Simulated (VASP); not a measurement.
# TaN (P3m1) in VASP: notebook

The runs below take TaN through single point, with PBEsol.

All numbers are computed with VASP 6.6.1; they aren't measurements. Logs are shortened: lines on timing, memory, paths and dates and some standing lists are left out, and cuts for length are marked.

### 1 The cell of the first run

Symmetry: P3m1, No. 156, trigonal system. Conventional cell: a = 2.938 Å, b = 2.938 Å, c = 2.883 Å, α = 90.00°, β = 90.00°, γ = 120.00°. Ta (site symmetry 3m) has 6 N at 2.13 to 2.33 Å and 8 Ta at 2.88 to 2.94 Å within 3.0 Å. Within 3.0 Å of N (site symmetry 3m) lie 6 Ta at 2.13 to 2.33 Å and 8 N at 2.88 to 2.94 Å.

### 2 Single point, PBEsol (all N atoms moved -0.150 Å, as atom 2 along Cartesian [0 0 1])

Contents of INCAR:

```
SYSTEM = TaN
PREC     = Accurate       ! precision mode
ENCUT    = 520            ! plane-wave cutoff, eV
EDIFF    = 1E-6           ! SCF threshold, eV
ISMEAR   = 0              ! smearing method
SIGMA    = 0.15           ! smearing width, eV
LREAL    = .FALSE.        ! projectors in reciprocal space
LASPH    = .TRUE.         ! aspherical terms in the spheres
NELM     = 100            ! most SCF steps
ALGO     = Normal         ! electronic algorithm
ISIF     = 2              ! what is computed and relaxed
LWAVE    = .FALSE.        ! write WAVECAR
LCHARG   = .FALSE.        ! write CHGCAR
GGA      = PS             ! functional
NBANDS   = 15             ! bands
```

Contents of KPOINTS:

```
Automatic mesh
0
G
  18 18 16
  0 0 0
```

Contents of POSCAR:

```
TaN
1.0
    2.9379988584      0.0000000000      0.0000000000
   -1.4689994292      2.5443816477      0.0000000000
    0.0000000000      0.0000000000      2.8830000000
Ta N
1 1
Direct
    0.3333333333      0.6666666667      0.5000000000
    0.0000000000      0.0000000000     -0.0520291363
```

Potentials or basis: VASP PAW PBE potentials, release 64 (Ta_pv, N).

The run is started by

```
cat potpaw_PBE.64/Ta_pv/POTCAR potpaw_PBE.64/N/POTCAR > POTCAR
mpirun -np 1 vasp_std > vasp.out
```

OUTCAR:

```text
SYSTEM = TaN
   PREC = Accurate
   ENCUT = 520
   EDIFF = 1E-6
   ISMEAR = 0
   LREAL = .FALSE.
   LASPH = .TRUE.
   NELM = 100
   ISIF = 2
   GGA = PS

 ion  position               nearest neighbor table
   1  0.333  0.667  0.500-   2 2.13   2 2.13   2 2.13   2 2.33   2 2.33   2 2.33
   2  0.000  0.000  0.948-   1 2.13   1 2.13   1 2.13   1 2.33   1 2.33   1 2.33

  LATTYP: Found a hexagonal cell.
 ALAT       =     2.9379988584
 C/A-ratio  =     0.9812801635

  Lattice vectors:

 A1 = (   2.9379988584,   0.0000000000,   0.0000000000)
 A2 = (  -1.4689994292,   2.5443816477,   0.0000000000)
 A3 = (   0.0000000000,   0.0000000000,   2.8830000000)

Analysis of symmetry for initial positions (statically):
=====================================================================
 Subroutine PRICEL returns:
 Original cell was already a primitive cell.

 Routine SETGRP: Setting up the symmetry group for a
 hexagonal supercell.

 Subroutine GETGRP returns: Found  6 space group operations
 (whereof  6 operations were pure point group operations)
 out of a pool of 24 trial point group operations.

The static configuration has the point symmetry C_3v.

Analysis of symmetry for dynamics (positions and initial velocities):
=====================================================================
 Subroutine PRICEL returns:
 Original cell was already a primitive cell.

 Routine SETGRP: Setting up the symmetry group for a
 hexagonal supercell.

 Subroutine GETGRP returns: Found  6 space group operations
 (whereof  6 operations were pure point group operations)
 out of a pool of 24 trial point group operations.

The dynamic configuration has the point symmetry C_3v.

 Subroutine INISYM returns: Found  6 space group operations
 (whereof  6 operations are pure point group operations),
 and found     1 'primitive' translations

----------------------------------------------------------------------------------------

                                     Primitive cell

  volume of cell :      21.5516

  direct lattice vectors                    reciprocal lattice vectors
     2.937998858  0.000000000  0.000000000     0.340367729  0.196511400  0.000000000
    -1.468999429  2.544381648  0.000000000     0.000000000  0.393022800  0.000000000
     0.000000000  0.000000000  2.883000000     0.000000000  0.000000000  0.346860909

  length of vectors
     2.937998858  2.937998858  2.883000000     0.393022800  0.393022800  0.346860909

  position of ions in fractional coordinates (direct lattice)
     0.333333333  0.666666667  0.500000000
     0.000000000  0.000000000  0.947970864

  ion indices of the primitive-cell ions
   primitive index   ion index
                 1           1
                 2           2

----------------------------------------------------------------------------------------

 KPOINTS: Automatic mesh

Automatic generation of k-mesh.
 Grid dimensions read from file:
 generate k-points for:   18   18   16

 Generating k-lattice:

  Cartesian coordinates                     Fractional coordinates (reciprocal lattice)
     0.018909318  0.010917300  0.000000000     0.055555556 -0.000000000  0.000000000
     0.000000000  0.021834600  0.000000000     0.000000000  0.055555556  0.000000000
     0.000000000  0.000000000  0.021678807     0.000000000  0.000000000  0.062500000

  Length of vectors
     0.021834600  0.021834600  0.021678807

  Shift w.r.t. Gamma in fractional coordinates (k-lattice)
     0.000000000  0.000000000  0.000000000

 Subroutine IBZKPT returns following result:
 ===========================================

 Found    522 irreducible k-points:

 Following reciprocal coordinates:
            Coordinates               Weight
  0.000000  0.000000  0.000000      1.000000
  0.055556  0.000000  0.000000      6.000000
  0.111111  0.000000  0.000000      6.000000
  0.166667  0.000000  0.000000      6.000000
  0.222222 -0.000000  0.000000      6.000000
  0.277778 -0.000000  0.000000      6.000000
[... 16 lines left out ...]
  0.333333  0.111111  0.000000     12.000000
  0.388889  0.111111  0.000000     12.000000
 [... further k-points ...]
   k-points           NKPTS =    522   k-points in BZ     NKDIM =    522   number of bands    NBANDS=     15
   number of dos      NEDOS =    301   number of ions     NIONS =      2
   total plane-waves  NPLWV =  13824
   dimension x,y,z NGX =    24 NGY =   24 NGZ =   24
   dimension x,y,z NGXF=    48 NGYF=   48 NGZF=   48
   ions per type =               1   1
   NGX,Y,Z   is equivalent  to a cutoff of  13.58, 13.58, 13.84 a.u.
   NGXF,Y,Z  is equivalent  to a cutoff of  27.16, 27.16, 27.68 a.u.
 SYSTEM =  TaN
   PREC   = accura    normal or accurate (medium, high low for compatibility)
   ISTART =      0    job   : 0-new  1-cont  2-samecut
   ICHARG =      2    charge: 1-file 2-atom 10-const
   ISPIN  =      1    spin polarized calculation?
   LNONCOLLINEAR =      F non collinear calculations
   LSORBIT =      F    spin-orbit coupling
   LASPH  =      T    aspherical Exc in radial PAW
   ENCUT  =  520.0 eV  38.22 Ry    6.18 a.u.   5.46  5.46  5.36*2*pi/ulx,y,z
   NELM   =    100;   NELMIN=  2; NELMDL= -5     # of ELM steps
   EDIFF  = 0.1E-05   stopping-criterion for ELM
   LREAL  =      F    real-space projection
   EDIFFG = 0.1E-04   stopping-criterion for IOM
   NSW    =      0    number of steps for IOM
   IBRION =     -1    ionic relax: 0-MD 1-quasi-New 2-CG
   NFREE  =      0    steps in history (QN), initial steepest desc. (CG)
   ISIF   =      2    stress and relaxation
   ISYM   =      2    0-nonsym 1-usesym 2-fastsym
   POTIM  = 0.5000    time-step for ionic-motion
   TEBEG  =    0.0;   TEEND  =   0.0 temperature during run
   PSTRESS=    0.0 pullay stress
   NELECT =      16.0000    total number of electrons
   NUPDOWN=      -1.0000    fix difference up-down
   EMIN   =  10.00;   EMAX   =-10.00  energy-range for DOS
   EFERMI =   0.00;   METHOD = LEGACY
   ISMEAR =     0;   SIGMA  =   0.15  broadening in eV -4-tet -1-fermi 0-gaus
   EFERMI_NEDOS =   21; number of points for ismear=-14 and -15
   IALGO  =     38    algorithm
   IMIX   =      4    mixing-type and parameters
     AMIX     =   0.40;   BMIX     =  1.00
     AMIX_MAG =   1.60;   BMIX_MAG =  1.00
  volume/ion in A,a.u.               =      10.78        72.72
  Fermi-wavevector in a.u.,A,eV,Ry     =   1.482366  2.801265 29.897546  2.197408
  Thomas-Fermi vector in A             =   2.596161
   LORBIT       =      0    0 simple, 1 ext, 2 COOP (PROOUT), +10 PAW based schemes
   GGA     = PS    functional components
   LHFCALC =     F    Hartree Fock is set to
   AEXX    =    0.0000 exact exchange contribution
   IVDW    =     0    specifies the selected vdW correction
   LEPSILON=     F    determine dielectric tensor
   LRPA    =     F    only Hartree local field effects (RPA)
 non-spin polarized calculation
 Gauss-broadening in eV      SIGMA  =   0.15
  energy-cutoff  :      520.00
  volume of cell :       21.55
 maximum number of plane-waves:       605
 NGX is ok and might be reduce to    24
   NGX = 11   NGY = 11   NGZ = 11

 number of electron      16.0000003 magnetization

 Free energy of the ion-electron system (eV)
  ---------------------------------------------------
  ext. energy  EPLUGINS =         0.00000000
  ---------------------------------------------------
  free energy    TOTEN  =       -23.64233130 eV

  energy without entropy =      -23.64159615  energy(sigma->0) =      -23.64196373

 E-fermi :   8.1398     XC(G=0): -13.4918

 val. band max:        8.1153066592   @ k =   0.0000   0.0000   0.4375
 cond. band min:       8.1756830453   @ k =   0.0556   0.0000   0.5000
 fundamental gap:      0.0603763861
 Fermi energy:         8.1397947662

 k-point     1 :       0.0000    0.0000    0.0000
  band No.  band energies     occupation
      1     -26.6546      2.00000
      2     -26.3927      2.00000
      3     -26.3927      2.00000
      4      -9.6409      2.00000
      5       3.2177      2.00000
      6       3.3765      2.00000
      7       3.3765      2.00000
      8       5.9360      2.00000
      9      10.2979      0.00000
     10      11.3901      0.00000
     11      11.3901      0.00000
     12      12.5861      0.00000
     13      12.5861      0.00000
     14      20.6446      0.00000
     15      21.5358      0.00000

 k-point     2 :       0.0556    0.0000    0.0000
  band No.  band energies     occupation
      1     -26.6504      2.00000
      2     -26.4272      2.00000
      3     -26.4000      2.00000
      4      -9.5754      2.00000
      5       3.0361      2.00000
      6       3.4262      2.00000
      7       3.4334      2.00000
      8       5.8699      2.00000
      9      10.5175      0.00000
     10      11.2806      0.00000
     11      11.3793      0.00000
     12      12.5742      0.00000
     13      12.6431      0.00000
     14      20.7019      0.00000
     15      21.5367      0.00000

 k-point     3 :       0.1111    0.0000    0.0000
  band No.  band energies     occupation
      1     -26.6392      2.00000
      2     -26.5247      2.00000
      3     -26.4211      2.00000
      4      -9.3864      2.00000
      5       2.5685      2.00000
      6       3.5679      2.00000
      7       3.5896      2.00000
      8       5.6874      2.00000
      9      10.8978      0.00000
     10      11.1612      0.00000
     11      11.3556      0.00000
     12      12.5430      0.00000
     13      12.8322      0.00000
     14      20.8267      0.00000
     15      21.5387      0.00000
[... 343 lines left out ...]
 k-point    23 :       0.3333    0.1111    0.0000
  band No.  band energies     occupation
      1     -27.3116      2.00000
      2     -26.6768      2.00000
      3     -26.5184      2.00000
      4      -7.5466      2.00000
      5       0.1515      2.00000
      6       3.1398      2.00000
      7       3.9582      2.00000
      8       5.7093      2.00000
      9      10.0771      0.00000
     10      10.8121      0.00000
     11      12.8307      0.00000
     12      14.0343      0.00000
     13      16.1176      0.00000
     14      21.1380      0.00000
     15      21.5846      0.00000

 k-point    24 :       0.3889    0.1111    0.0000
  band No.  band energies     occupation
      1     -27.3852      2.00000
      2     -26.7032      2.00000
      3     -26.5063      2.00000
      4      -7.3429      2.00000
      5      -0.0029      2.00000
      6       2.9787      2.00000
      7       3.8535      2.00000
      8       5.7474      2.00000
      9      10.3479      0.00000
     10      11.1024      0.00000
     11      12.4567      0.00000
     12      14.1750      0.00000
     13      17.0015      0.00000
     14      20.3007      0.00000
     15      21.5431      0.00000

 [... further k-points ...]

------------------------ aborting loop because EDIFF is reached ----------------------------------------

  FORCE on cell =-STRESS in cart. coord.  units (eV):
  Direction    XX          YY          ZZ          XY          YZ          ZX
  --------------------------------------------------------------------------------------
  -------------------------------------------------------------------------------------
  Total        0.0336492      0.0336492      0.2098045      0.0000000      0.0000000      0.0000000
  in kB        2.5015390      2.5015390     15.5972050      0.0000000      0.0000000      0.0000000
  external PRESSURE =       6.8667610 kB  Pullay stress =       0.0000000 kB

 VOLUME and BASIS-vectors are now :
 -----------------------------------------------------------------------------
  energy-cutoff  :      520.00
  volume of cell :       21.55
      direct lattice vectors                 reciprocal lattice vectors
     2.937998858  0.000000000  0.000000000     0.340367729  0.196511400  0.000000000
    -1.468999429  2.544381648  0.000000000     0.000000000  0.393022800  0.000000000
     0.000000000  0.000000000  2.883000000     0.000000000  0.000000000  0.346860909

 POSITION                                       TOTAL-FORCE (eV/Angst)
 -----------------------------------------------------------------------------------
     -0.00000      1.69625      1.44150        -0.000000      0.000000     -2.196952
      0.00000      0.00000      2.73300         0.000000     -0.000000      2.196952
 -----------------------------------------------------------------------------------
    total drift:                                0.000000      0.000000      0.000023

  FREE ENERGIE OF THE ION-ELECTRON SYSTEM (eV)
  ---------------------------------------------------
  free  energy   TOTEN  =       -23.6423313024 eV

  energy  without entropy=      -23.6415961510  energy(sigma->0) =      -23.64196373
```

It took 2.4 min on 1 thread of Intel Xeon 8259CL, shared host; peak memory 0.29 GiB.

What came out:

```
Free energy            : -23.6423 eV
Pressure               : 0.7 GPa
Largest force          : 2.197 eV/Å
Band gap on the k mesh : zero (bands 8 and 9 overlap by 0.42 eV)
```

Forces on the atoms (eV/Å):
```
Ta   0.000  0.000 -2.197
N    0.000  0.000  2.197
```

Caveat: the cell differs from its parent crystal (all N atoms moved -0.150 Å, as atom 2 along Cartesian [0 0 1]); the PAW data sets were made with another functional, which shifts forces and pressure a little; spin-orbit coupling is left out, which moves the levels of the heavy elements.

### 3 Single point, PBEsol (all N atoms moved +0.263 Å, as atom 2 along Cartesian [0 0 1])

Contents of INCAR:

```
SYSTEM = TaN
PREC = Accurate
ENCUT = 520
EDIFF = 1E-6
ISMEAR = 0
SIGMA = 0.15
LREAL = .FALSE.
LASPH = .TRUE.
NELM = 80
ALGO = Normal
ISIF = 2
LWAVE = .FALSE.
LCHARG = .FALSE.
GGA = PS
NBANDS = 15
```

KPOINTS is that of step 2.

Changes to POSCAR since step 2:

```diff
@@ -9,2 +9,2 @@
     0.3333333333      0.6666666667      0.5000000000
-    0.0000000000      0.0000000000     -0.0520291363
+    0.0000000000      0.0000000000      0.0910509886
```

Potentials or basis: VASP PAW PBE potentials, release 64 (Ta_pv, N).

The run is started by

```
cat potpaw_PBE.64/Ta_pv/POTCAR potpaw_PBE.64/N/POTCAR > POTCAR
mpirun -np 1 vasp_std > vasp.out
```

Wall time 2.1 min (1 thread of Intel Xeon 8259CL, shared host); peak memory 0.28 GiB.

The run converged. Its results:

```yaml
Free_energy: -23.2898 eV
Pressure: 10.5 GPa
Largest_force: 4.104 eV/Å
Band_gap_on_the_k_mesh: zero (bands 8 and 9 overlap by 0.42 eV)
```

Forces on the atoms (eV/Å):
```
Ta   0.000  0.000  4.104
N    0.000  0.000 -4.104
```

Stress tensor (GPa, compression positive):
```
10.13  0.00  0.00
 0.00 10.13  0.00
 0.00  0.00 11.11
```

Levels at points of the mesh, in eV from the Fermi level:
| k point | band 5 | band 6 | band 7 | band 8 | band 9 | band 10 | band 11 | band 12 |
| --- | --- | --- | --- | --- | --- | --- | --- | --- |
| (0.00, 0.00, 0.00) | -5.80 | -5.23 | -5.23 | -1.46 | 1.98 | 2.88 | 2.88 | 4.91 |
| (0.50, 0.00, 0.00) | -8.46 | -5.41 | -3.81 | -3.29 | 3.30 | 3.30 | 3.64 | 5.13 |
| (0.00, 0.00, 0.50) | -9.52 | -4.59 | -4.59 | -0.07 | -0.07 | 2.71 | 3.59 | 3.59 |
| (0.50, 0.00, 0.50) | -7.93 | -6.09 | -6.02 | -0.46 | 3.76 | 4.87 | 5.92 | 7.05 |

Caveat: the cell differs from its parent crystal (all N atoms moved +0.263 Å, as atom 2 along Cartesian [0 0 1]); the cell stands under pressure; the PAW data sets were made with another functional, which shifts forces and pressure a little; spin-orbit coupling is left out, which moves the levels of the heavy elements.

### 4 Single point, PBEsol (all N atoms moved +0.188 Å, as atom 2 along Cartesian [0 0 1])

Contents of INCAR:

```
PREC = Accurate ; ENCUT = 520
EDIFF = 1E-6 ; ISMEAR = 0
SIGMA = 0.15 ; LREAL = F
LASPH = T ; NELM = 100
ALGO = Normal ; ISIF = 2
LWAVE = F ; LCHARG = T
GGA = PS ; LELF = T
LVHAR = T ; NBANDS = 15
```

Contents of KPOINTS:

```
Automatic mesh
0
Gamma
  18 18 16
```

Changes to POSCAR since step 3:

```diff
@@ -9,2 +9,2 @@
     0.3333333333      0.6666666667      0.5000000000
-    0.0000000000      0.0000000000      0.0910509886
+    0.0000000000      0.0000000000      0.0650364204
```

The run is started by

```
cat potpaw_PBE.64/Ta_pv/POTCAR potpaw_PBE.64/N/POTCAR > POTCAR
mpirun -np 1 vasp_std > vasp.out
```

Wall time 2.3 min (1 thread of Intel Xeon 8259CL, shared host); peak memory 0.28 GiB.

The run converged. Its results:

* Free energy: -23.5485 eV
* Pressure: 3.4 GPa
* Largest force: 2.809 eV/Å
* Band gap on the k mesh: zero (bands 8 and 9 overlap by 0.42 eV)

Forces on the atoms (eV/Å):
```
Ta   0.000  0.000  2.809
N    0.000  0.000 -2.809
```

Stress tensor (GPa, compression positive):
```
2.83 0.00 0.00
0.00 2.83 0.00
0.00 0.00 4.41
```

Levels at points of the mesh, in eV from the Fermi level:
| k point | band 5 | band 6 | band 7 | band 8 | band 9 | band 10 | band 11 | band 12 |
| --- | --- | --- | --- | --- | --- | --- | --- | --- |
| (0.00, 0.00, 0.00) | -5.21 | -4.90 | -4.90 | -1.96 | 2.10 | 3.12 | 3.12 | 4.59 |
| (0.50, 0.00, 0.00) | -8.38 | -5.29 | -3.50 | -3.38 | 3.18 | 3.71 | 4.20 | 5.23 |
| (0.00, 0.00, 0.50) | -9.44 | -4.18 | -4.18 | -0.06 | -0.06 | 2.59 | 3.46 | 3.46 |
| (0.50, 0.00, 0.50) | -7.65 | -6.12 | -5.85 | -0.39 | 3.95 | 5.12 | 6.02 | 7.09 |

Caveat: the cell differs from its parent crystal (all N atoms moved +0.188 Å, as atom 2 along Cartesian [0 0 1]); the cell stands under pressure; the PAW data sets were made with another functional, which shifts forces and pressure a little; spin-orbit coupling is left out, which moves the levels of the heavy elements.

### 5 Overview

```csv
cell,gap on the mesh (eV),pressure (GPa),largest force (eV/Å)
"as given, atomic positions A",none,0.7,2.20
"as given, atomic positions B",none,10.5,4.10
"as given, atomic positions C",none,3.4,2.81
```

Alike in all rows: task single point; level PBEsol; potentials or basis VASP PAW PBE potentials, release 64 (Ta_pv, N); no spin polarisation; k mesh 18 × 18 × 16; cutoff (eV) 520; smearing gaussian 0.15 eV.

Caveats: the PAW data sets were made with another functional, which shifts forces and pressure a little; spin-orbit coupling is left out, which moves the levels of the heavy elements; the cell stands under pressure (at least some runs).

Total energies depend on the potentials used, so only differences within one code and one set of settings carry meaning.
